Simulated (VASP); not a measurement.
# SrTiO3 (Pm-3m) in VASP: notebook, part 2 of 2

VASP 6.6.1.

## Step 4: Single point, PBEsol (12.15 Å³/atom)

This run uses another cell than the first one, of 12.15 Å³/atom.

INCAR reads:

```
  PREC = Accurate
  ENCUT = 520
  EDIFF = 1E-6
  ISMEAR = -1
  SIGMA = 0.05
  LREAL = F
  LASPH = T
  NELM = 80
  ALGO = Normal
  ISIF = 2
  LWAVE = F
  LCHARG = F
  GGA = PS
  NBANDS = 28
```

KPOINTS reads:

```
Automatic mesh
0
Gamma
  7 7 7
```

POSCAR reads:

```
SrTiO3
1.0
    3.9308616808      0.0000000000      0.0000000000
    0.0000000000      3.9308616808      0.0000000000
    0.0000000000      0.0000000000      3.9308616808
Sr Ti O
1 1 3
Direct
    0.0000000000      0.0000000000      0.0000000000
    0.5000000000      0.5000000000      0.5000000000
    0.0000000000      0.5000000000      0.5000000000
    0.5000000000      0.0000000000      0.5000000000
    0.5000000000      0.5000000000      0.0000000000
```

Potentials or basis: VASP PAW PBE potentials, release 64 (Sr_sv, Ti_sv, O).

On the command line:

```
$ cat potpaw_PBE.64/Sr_sv/POTCAR potpaw_PBE.64/Ti_sv/POTCAR potpaw_PBE.64/O/POTCAR > POTCAR
$ mpirun -np 1 vasp_std > vasp.out
```

OUTCAR:

```text
PREC = Accurate
   ENCUT = 520
   EDIFF = 1E-6
   ISMEAR = -1
   LREAL = F
   LASPH = T
   NELM = 80
   ISIF = 2
   GGA = PS

 ion  position               nearest neighbor table
   1  0.000  0.000  0.000-   3 2.78   4 2.78   5 2.78   3 2.78   4 2.78   3 2.78   5 2.78   3 2.78
                             4 2.78   5 2.78   4 2.78   5 2.78   2 3.40   2 3.40   2 3.40   2 3.40
   2  0.500  0.500  0.500-   3 1.97   4 1.97   5 1.97   5 1.97   4 1.97   3 1.97   1 3.40   1 3.40
                             1 3.40   1 3.40   1 3.40   1 3.40   1 3.40   1 3.40
   3  0.000  0.500  0.500-   2 1.97   2 1.97   1 2.78   1 2.78   1 2.78   1 2.78
   4  0.500  0.000  0.500-   2 1.97   2 1.97   1 2.78   1 2.78   1 2.78   1 2.78
   5  0.500  0.500  0.000-   2 1.97   2 1.97   1 2.78   1 2.78   1 2.78   1 2.78

  LATTYP: Found a simple cubic cell.
 ALAT       =     3.9308616808

  Lattice vectors:

 A1 = (   3.9308616808,   0.0000000000,   0.0000000000)
 A2 = (   0.0000000000,   3.9308616808,   0.0000000000)
 A3 = (   0.0000000000,   0.0000000000,   3.9308616808)

Analysis of symmetry for initial positions (statically):
=====================================================================
 Subroutine PRICEL returns:
 Original cell was already a primitive cell.

 Routine SETGRP: Setting up the symmetry group for a
 simple cubic supercell.

 Subroutine GETGRP returns: Found 48 space group operations
 (whereof 48 operations were pure point group operations)
 out of a pool of 48 trial point group operations.

The static configuration has the point symmetry O_h .

Analysis of symmetry for dynamics (positions and initial velocities):
=====================================================================
 Subroutine PRICEL returns:
 Original cell was already a primitive cell.

 Routine SETGRP: Setting up the symmetry group for a
 simple cubic supercell.

 Subroutine GETGRP returns: Found 48 space group operations
 (whereof 48 operations were pure point group operations)
 out of a pool of 48 trial point group operations.

[... 122 lines left out ...]
  volume/ion in A,a.u.               =      12.15        81.98
  Fermi-wavevector in a.u.,A,eV,Ry     =   1.424318  2.691571 27.601904  2.028683
  Thomas-Fermi vector in A             =   2.544822
   LORBIT       =      0    0 simple, 1 ext, 2 COOP (PROOUT), +10 PAW based schemes
   GGA     = PS    functional components
   LHFCALC =     F    Hartree Fock is set to
   AEXX    =    0.0000 exact exchange contribution
   IVDW    =     0    specifies the selected vdW correction
   LEPSILON=     F    determine dielectric tensor
   LRPA    =     F    only Hartree local field effects (RPA)
 non-spin polarized calculation
  energy-cutoff  :      520.00
  volume of cell :       60.74
 maximum number of plane-waves:      1650
 NGX is ok and might be reduce to    30
   NGX = 15   NGY = 15   NGZ = 15

 number of electron      39.9999992 magnetization

 Free energy of the ion-electron system (eV)
  ---------------------------------------------------
  ext. energy  EPLUGINS =         0.00000000
  ---------------------------------------------------
  free energy    TOTEN  =       -41.99432599 eV

  energy without entropy =      -41.99432599  energy(sigma->0) =      -41.99432599

 E-fermi :   4.7467     XC(G=0): -11.4346

 val. band max:        3.8006507160   @ k =   0.4286   0.4286   0.4286
 cond. band min:       5.6314296747   @ k =   0.0000   0.0000   0.0000
 fundamental gap:      1.8307789587
 Fermi energy:         4.7466598813

 k-point     1 :       0.0000    0.0000    0.0000
  band No.  band energies     occupation
      1     -52.4172      2.00000
      2     -28.8406      2.00000
      3     -28.7656      2.00000
      4     -28.7656      2.00000
      5     -28.7656      2.00000
      6     -13.4226      2.00000
[... 609 lines left out ...]
     27      11.9030      0.00000
     28      11.9030      0.00000

------------------------ aborting loop because EDIFF is reached ----------------------------------------

  FORCE on cell =-STRESS in cart. coord.  units (eV):
  Direction    XX          YY          ZZ          XY          YZ          ZX
  --------------------------------------------------------------------------------------
  -------------------------------------------------------------------------------------
  Total       -1.7757070     -1.7757070     -1.7757070     -0.0000000      0.0000000      0.0000000
  in kB      -46.8401844    -46.8401844    -46.8401844     -0.0000000      0.0000000      0.0000000
  external PRESSURE =     -46.8401844 kB  Pullay stress =       0.0000000 kB

 VOLUME and BASIS-vectors are now :
 -----------------------------------------------------------------------------
  energy-cutoff  :      520.00
  volume of cell :       60.74
      direct lattice vectors                 reciprocal lattice vectors
     3.930861681  0.000000000  0.000000000     0.254397148  0.000000000  0.000000000
     0.000000000  3.930861681  0.000000000     0.000000000  0.254397148  0.000000000
     0.000000000  0.000000000  3.930861681     0.000000000  0.000000000  0.254397148

 POSITION                                       TOTAL-FORCE (eV/Angst)
 -----------------------------------------------------------------------------------
      0.00000      0.00000      0.00000         0.000000      0.000000      0.000000
      1.96543      1.96543      1.96543         0.000000      0.000000      0.000000
      0.00000      1.96543      1.96543         0.000000      0.000000      0.000000
      1.96543      0.00000      1.96543         0.000000      0.000000      0.000000
      1.96543      1.96543      0.00000         0.000000      0.000000      0.000000
 -----------------------------------------------------------------------------------
    total drift:                                0.000000      0.000000     -0.000000

  FREE ENERGIE OF THE ION-ELECTRON SYSTEM (eV)
  ---------------------------------------------------
  free  energy   TOTEN  =       -41.9943259933 eV

  energy  without entropy=      -41.9943259916  energy(sigma->0) =      -41.99432599
```

OSZICAR:

```text
N       E                     dE             d eps       ncg     rms          rms(c)
DAV:   1     0.428041034189E+03    0.42804E+03   -0.21251E+04  1120   0.159E+03
DAV:   2    -0.578399010295E+01   -0.43383E+03   -0.41448E+03  1288   0.437E+02
DAV:   3    -0.496238537005E+02   -0.43840E+02   -0.43491E+02  1524   0.135E+02
DAV:   4    -0.516699019453E+02   -0.20460E+01   -0.20409E+01  1656   0.251E+01
DAV:   5    -0.517222332373E+02   -0.52331E-01   -0.52320E-01  1560   0.339E+00    0.261E+01
DAV:   6    -0.421433096487E+02    0.95789E+01   -0.49922E+01  1636   0.626E+01    0.146E+01
DAV:   7    -0.421054138165E+02    0.37896E-01   -0.75063E+00  1496   0.203E+01    0.108E+01
DAV:   8    -0.421032693132E+02    0.21445E-02   -0.17033E+00  1328   0.135E+01    0.312E+00
DAV:   9    -0.420074427649E+02    0.95827E-01   -0.42612E-01  1396   0.619E+00    0.122E+00
DAV:  10    -0.420020994659E+02    0.53433E-02   -0.10576E-01  1304   0.215E+00    0.820E-01
DAV:  11    -0.419943675856E+02    0.77319E-02   -0.28547E-02  1724   0.164E+00    0.165E-01
DAV:  12    -0.419943696077E+02   -0.20221E-05   -0.18157E-03  1356   0.456E-01    0.134E-01
DAV:  13    -0.419943341222E+02    0.35486E-04   -0.77384E-04  1696   0.195E-01    0.633E-02
DAV:  14    -0.419943352473E+02   -0.11251E-05   -0.73694E-05  1364   0.613E-02    0.329E-02
DAV:  15    -0.419943282869E+02    0.69604E-05   -0.11123E-05  1636   0.301E-02    0.217E-02
DAV:  16    -0.419943258497E+02    0.24373E-05   -0.21006E-05  1252   0.315E-02    0.287E-03
DAV:  17    -0.419943259933E+02   -0.14366E-06   -0.15097E-06   892   0.103E-02
   1 F= -.41994326E+02 E0= -.41994326E+02  d E =-.174860E-08
```

Wall time 38 s (1 thread of Intel Xeon Platinum 8259CL at 2.50GHz (Skylake/Cascade Lake), shared host); peak memory 0.18 GiB.

What came out:

```yaml
Free_energy: -41.9943 eV
Pressure: -4.7 GPa
Band_gap_on_the_k_mesh: 1.83 eV (least direct gap 2.14 eV)
```

Caveat: the cell stands under tension; the PAW data sets were made with another functional, which shifts forces and pressure a little; an odd mesh through Γ misses points on the zone boundary, where band edges can lie.

## Step 5: Single point, PBEsol (12.62 Å³/atom)

This run uses another cell than the first one, of 12.62 Å³/atom.

INCAR reads:

```
SYSTEM = SrTiO3
ALGO = Normal ; EDIFF = 1E-6
ENCUT = 520 ; GGA = PS
ISIF = 2 ; ISMEAR = -1
LASPH = .True. ; LCHARG = .False.
LREAL = .False. ; LWAVE = .False.
NBANDS = 28 ; NELM = 80
PREC = Accurate ; SIGMA = 0.05
```

KPOINTS reads:

```
k-points
0
Gamma
  7 7 7
  0 0 0
```

Edit POSCAR of step 4 so:

```diff
@@ -2,5 +2,5 @@
 1.0
-    3.9308616808      0.0000000000      0.0000000000
-    0.0000000000      3.9308616808      0.0000000000
-    0.0000000000      0.0000000000      3.9308616808
+    3.9815880716      0.0000000000      0.0000000000
+    0.0000000000      3.9815880716      0.0000000000
+    0.0000000000      0.0000000000      3.9815880716
 Sr Ti O
```

On the command line:

```
$ cat potpaw_PBE.64/Sr_sv/POTCAR potpaw_PBE.64/Ti_sv/POTCAR potpaw_PBE.64/O/POTCAR > POTCAR
$ mpirun -np 1 vasp_std > vasp.out
```

Run time: 37 s. Hardware: 1 thread of Intel Xeon Platinum 8259CL at 2.50GHz (Skylake/Cascade Lake), shared host; peak memory 0.19 GiB.

The run converged. Its results:

```
Free energy            : -41.8831 eV
Pressure               : -10.3 GPa
Band gap on the k mesh : 1.76 eV (least direct gap 2.09 eV)
```

Levels at points of the mesh, in eV from the valence-band top:
| k point | band 16 | band 17 | band 18 | band 19 | band 20 | band 21 | band 22 | band 23 | band 24 | band 25 |
| --- | --- | --- | --- | --- | --- | --- | --- | --- | --- | --- |
| (0.00, 0.00, 0.00) | -1.03 | -1.03 | -0.33 | -0.33 | -0.33 | 1.76 | 1.76 | 1.76 | 3.99 | 3.99 |

Caveat: the cell stands under tension; the PAW data sets were made with another functional, which shifts forces and pressure a little; an odd mesh through Γ misses points on the zone boundary, where band edges can lie.

## Step 6: Overview

```csv
cell,gap on the mesh (eV),pressure (GPa)
"a = 3.852 Å, 5 atoms",1.94,6.7
"a = 3.892 Å, 5 atoms",1.89,0.6
"a = 3.931 Å, 5 atoms",1.83,-4.7
"a = 3.982 Å, 5 atoms",1.76,-10.3
```

Alike in all rows: task single point; level PBEsol; potentials or basis VASP PAW PBE potentials, release 64 (Sr_sv, Ti_sv, O); no spin polarisation; k mesh 7 × 7 × 7; cutoff (eV) 520; smearing fermi-dirac 0.05 eV.

Caveats: the PAW data sets were made with another functional, which shifts forces and pressure a little; an odd mesh through Γ misses points on the zone boundary, where band edges can lie; the cell stands under tension (at least some runs); the cell stands under pressure (at least some runs).

Absolute energies hang on the potentials; compare differences alone.
